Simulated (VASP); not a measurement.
Runs of VASP 6.6.1 on GaP. The structure is that of space group F-43m (No. 216), or close to it. The cells are those of the table. 

```csv
task,spin,cell,k mesh,cutoff (eV),smearing,gap on the mesh (eV),pressure (GPa),moment (μB)
single point,"non-collinear, zero start, SOC","a = 3.817 Å, angles 60.0, 60.0, 90.0°, 2 atoms",8 × 8 × 8,520,gaussian 0.01 eV,-,(a),0.00
single point,"non-collinear, zero start, SOC","a = 3.877 Å, angles 60.0, 60.0, 90.0°, 2 atoms",8 × 8 × 8,520,gaussian 0.01 eV,-,-2.1,0.00
relaxation of cell and atoms,off,"relaxed to 15 GPa from a = 3.846 Å, angles 60.0, 60.0, 90.0°, 2 atoms",8 × 8 × 8,600,gaussian 0.01 eV,1.19,15.0,-
relaxation of cell and atoms,off,"relaxed from a = 3.854 Å, angles 60.0, 60.0, 90.0°, 2 atoms",12 × 12 × 12,600,fermi-dirac 0.05 eV,1.46,0.0,-
```

Alike in all rows: level PBEsol; potentials or basis VASP PAW PBE potentials, release 64 (Ga_d, P).

Problem. Fill in the values left out.

Solution. (a) 1.8.

Caveats: the PAW data sets were made with another functional, which shifts forces and pressure a little; the cell is relaxed towards a set pressure, so the enthalpy falls and the energy may rise (some runs).

A k mesh can miss the band edges, and rows without SOC leave out spin-orbit coupling on Ga.
